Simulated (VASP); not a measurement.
# In (I4/mmm) in VASP: single point with PBE

Aim: the single point of In with PBE.

All numbers are computed with VASP 6.6.1; they aren't measurements. Logs are shortened: lines on timing, memory, paths and dates and some standing lists are left out, and cuts for length are marked.

**1. The cell of the first run**

It takes space group I4/mmm (No. 139, tetragonal). Conventional cell: a = 3.390 Å, b = 3.390 Å, c = 4.780 Å, α = 90.00°, β = 90.00°, γ = 90.00°. In (site symmetry 4/mmm) has 12 In at 3.38 to 3.39 Å within 4.5 Å.

**2. Single point, PBE, non-collinear spin, zero start, spin-orbit coupling (27.46 Å³/atom)**

INCAR

```
SYSTEM = In
PREC = Accurate
ENCUT = 520
EDIFF = 1E-6
ISMEAR = 0
SIGMA = 0.05
LREAL = .FALSE.
LASPH = .TRUE.
NELM = 150
ALGO = Fast
ISIF = 2
LWAVE = .FALSE.
LCHARG = .TRUE.
MAGMOM = 0 0 0
LORBIT = 11
LSORBIT = .TRUE.
GGA_COMPAT = .FALSE.
LORBMOM = .TRUE.
GGA = PE
LVHAR = .TRUE.
NBANDS = 24
```

KPOINTS

```
Automatic mesh
0
G
  18 18 18
  0 0 0
```

POSCAR

```
In
1.0
   -1.6947865085      1.6947865085      2.3901655671
    1.6947865085     -1.6947865085      2.3901655671
    1.6947865085      1.6947865085     -2.3901655671
In
1
Direct
    0.0000000000      0.0000000000      0.0000000000
```

Potentials or basis: VASP PAW PBE potentials, release 64 (In_d).

Run with:

```bash
cat potpaw_PBE.64/In_d/POTCAR > POTCAR
mpirun -np 1 vasp_ncl > vasp.out
```

OUTCAR:

```text
SYSTEM = In
   PREC = Accurate
   ENCUT = 520
   EDIFF = 1E-6
   ISMEAR = 0
   LREAL = .FALSE.
   LASPH = .TRUE.
   NELM = 150
   ISIF = 2
   LORBIT = 11
   LSORBIT = .TRUE.
   GGA = PE

 ion  position               nearest neighbor table
   1  0.000  0.000  0.000-

  LATTYP: Found a body centered tetragonal cell.
 ALAT       =     3.3895730170
 C/A-ratio  =     1.4103048113

  Lattice vectors:

 A1 = (  -1.6947865085,   1.6947865085,   2.3901655671)
 A2 = (   1.6947865085,  -1.6947865085,   2.3901655671)
 A3 = (   1.6947865085,   1.6947865085,  -2.3901655671)

Analysis of symmetry for initial positions (statically):
=====================================================================
 Subroutine PRICEL returns:
 Original cell was already a primitive cell.

 Routine SETGRP: Setting up the symmetry group for a
 body centered tetragonal supercell.

 Subroutine GETGRP returns: Found 16 space group operations
 (whereof 16 operations were pure point group operations)
 out of a pool of 16 trial point group operations.

The static configuration has the point symmetry D_4h.

Analysis of symmetry for dynamics (positions and initial velocities):
=====================================================================
 Subroutine PRICEL returns:
 Original cell was already a primitive cell.

 Routine SETGRP: Setting up the symmetry group for a
 body centered tetragonal supercell.

 Subroutine GETGRP returns: Found 16 space group operations
 (whereof 16 operations were pure point group operations)
 out of a pool of 16 trial point group operations.

The dynamic configuration has the point symmetry D_4h.

Analysis of structural, dynamic, and magnetic symmetry:
=====================================================================
 Subroutine PRICEL returns:
 Original cell was already a primitive cell.

 Routine SETGRP: Setting up the symmetry group for a
 body centered tetragonal supercell.

 Subroutine GETGRP returns: Found 16 space group operations
 (whereof 16 operations were pure point group operations)
 out of a pool of 16 trial point group operations.

The overall configuration has the point symmetry D_4h.

 Subroutine INISYM returns: Found 16 space group operations
 (whereof 16 operations are pure point group operations),
 and found     1 'primitive' translations

[... 151 lines left out ...]

 k-point     1 :       0.0000    0.0000    0.0000
  band No.  band energies     occupation
      1      -8.0596      1.00000
      2      -8.0596      1.00000
      3      -8.0594      1.00000
      4      -8.0594      1.00000
      5      -7.2657      1.00000
      6      -7.2657      1.00000
[... 637 lines left out ...]
     23      21.4768      0.00000
     24      21.4771      0.00000

 [... further k-points ...]

------------------------ aborting loop because EDIFF is reached ----------------------------------------

  FORCE on cell =-STRESS in cart. coord.  units (eV):
  Direction    XX          YY          ZZ          XY          YZ          ZX
  --------------------------------------------------------------------------------------
  -------------------------------------------------------------------------------------
  Total       -0.0025427     -0.0025427      0.0048207      0.0000000     -0.0000000      0.0000000
  in kB       -0.1483474     -0.1483474      0.2812555      0.0000000     -0.0000000      0.0000000
  external PRESSURE =      -0.0051464 kB  Pullay stress =       0.0000000 kB

 VOLUME and BASIS-vectors are now :
 -----------------------------------------------------------------------------
  energy-cutoff  :      520.00
  volume of cell :       27.46
      direct lattice vectors                 reciprocal lattice vectors
    -1.694786509  1.694786509  2.390165567     0.000000000  0.295022410  0.209190529
     1.694786509 -1.694786509  2.390165567     0.295022410  0.000000000  0.209190529
     1.694786509  1.694786509 -2.390165567     0.295022410  0.295022410  0.000000000

 POSITION                                       TOTAL-FORCE (eV/Angst)
 -----------------------------------------------------------------------------------
      0.00000      0.00000      0.00000         0.000000      0.000000      0.000000
 -----------------------------------------------------------------------------------
    total drift:                                0.000000      0.000000      0.000000

  FREE ENERGIE OF THE ION-ELECTRON SYSTEM (eV)
  ---------------------------------------------------
  free  energy   TOTEN  =        -2.5964433855 eV

  energy  without entropy=       -2.5958910711  energy(sigma->0) =       -2.59616723

 orbital moment (x)

 # of ion     p       d       tot
 ----------------------------------------
  1         0.000  -0.000  -0.000
 ----------------------------------------
            0.000  -0.000  -0.000

 orbital moment (y)

 # of ion     p       d       tot
 ----------------------------------------
  1         0.000  -0.000  -0.000
 ----------------------------------------
            0.000  -0.000  -0.000

 orbital moment (z)

 # of ion     p       d       tot
 ----------------------------------------
  1         0.000   0.000   0.000
 ----------------------------------------
            0.000   0.000   0.000

 Spin-Orbit-Coupling matrix elements

 Ion:    1  E_soc:     -0.0707162
 l=   1
     0.0000000    -0.0054974    -0.0054832
    -0.0054974     0.0000000    -0.0054974
    -0.0054832    -0.0054974     0.0000000
 l=   2
     0.0000000    -0.0012617     0.0000000    -0.0012617    -0.0050472
    -0.0012617     0.0000000    -0.0037851    -0.0012464    -0.0012466
     0.0000000    -0.0037851     0.0000000    -0.0037851     0.0000000
    -0.0012617    -0.0012464    -0.0037851     0.0000000    -0.0012466
    -0.0050472    -0.0012466     0.0000000    -0.0012466     0.0000000
 l=   3
     0.0000000     0.0000000     0.0000000     0.0000000     0.0000000     0.0000000     0.0000000
     0.0000000     0.0000000     0.0000000     0.0000000     0.0000000     0.0000000     0.0000000
     0.0000000     0.0000000     0.0000000     0.0000000     0.0000000     0.0000000     0.0000000
     0.0000000     0.0000000     0.0000000     0.0000000     0.0000000     0.0000000     0.0000000
     0.0000000     0.0000000     0.0000000     0.0000000     0.0000000     0.0000000     0.0000000
     0.0000000     0.0000000     0.0000000     0.0000000     0.0000000     0.0000000     0.0000000
     0.0000000     0.0000000     0.0000000     0.0000000     0.0000000     0.0000000     0.0000000

 total charge

# of ion       s       p       d       tot
------------------------------------------
    1        1.006   0.464   9.847  11.316

 magnetization (x)

# of ion       s       p       d       tot
------------------------------------------
    1        0.000   0.000   0.000   0.000

 magnetization (y)

# of ion       s       p       d       tot
------------------------------------------
    1        0.000  -0.000   0.000  -0.000

 magnetization (z)

# of ion       s       p       d       tot
------------------------------------------
    1        0.000   0.000   0.000   0.000
```

OSZICAR:

```text
N       E                     dE             d eps       ncg     rms          rms(c)
DAV:   1     0.111964140358E+03    0.11196E+03   -0.60776E+03 23440   0.146E+03
DAV:   2     0.760067745809E+01   -0.10436E+03   -0.10069E+03 24120   0.352E+02
DAV:   3    -0.228017102755E+01   -0.98808E+01   -0.98215E+01 27280   0.112E+02
DAV:   4    -0.260105141148E+01   -0.32088E+00   -0.32070E+00 29048   0.214E+01
DAV:   5    -0.262039695043E+01   -0.19346E-01   -0.19344E-01 35112   0.433E+00    0.210E+00
RMM:   6    -0.260018200540E+01    0.20215E-01   -0.28692E-02 28327   0.266E+00    0.112E+00
RMM:   7    -0.259648229780E+01    0.36997E-02   -0.10670E-02 27332   0.133E+00    0.385E-01
RMM:   8    -0.259643296961E+01    0.49328E-04   -0.17162E-03 33777   0.540E-01    0.173E-01
RMM:   9    -0.259642354474E+01    0.94249E-05   -0.34375E-04 34836   0.243E-01    0.634E-02
RMM:  10    -0.259644406753E+01   -0.20523E-04   -0.84430E-05 31385   0.142E-01    0.109E-02
RMM:  11    -0.259644153381E+01    0.25337E-05   -0.33643E-05 35795   0.760E-02    0.117E-02
RMM:  12    -0.259644308627E+01   -0.15525E-05   -0.17750E-05 35939   0.404E-02    0.107E-02
RMM:  13    -0.259644338550E+01   -0.29923E-06   -0.26678E-06 23010   0.199E-02
   1 F= -.25964434E+01 E0= -.25961672E+01  d E =-.552314E-03  mag=    -0.0000     0.0000    -0.0000
```

It took 21 min on 1 thread of Oxide Virtual Turin-like, shared host; peak memory 0.52 GiB.

Results:

- Free energy: -2.5964 eV
- Pressure: 0.0 GPa
- Net moment: 0.00 μB per cell
- Valence electrons inside the program's atomic spheres: In 11.32

Moments on the atoms (μB; x, y, z):
```
In  0.00 0.00 0.00
```
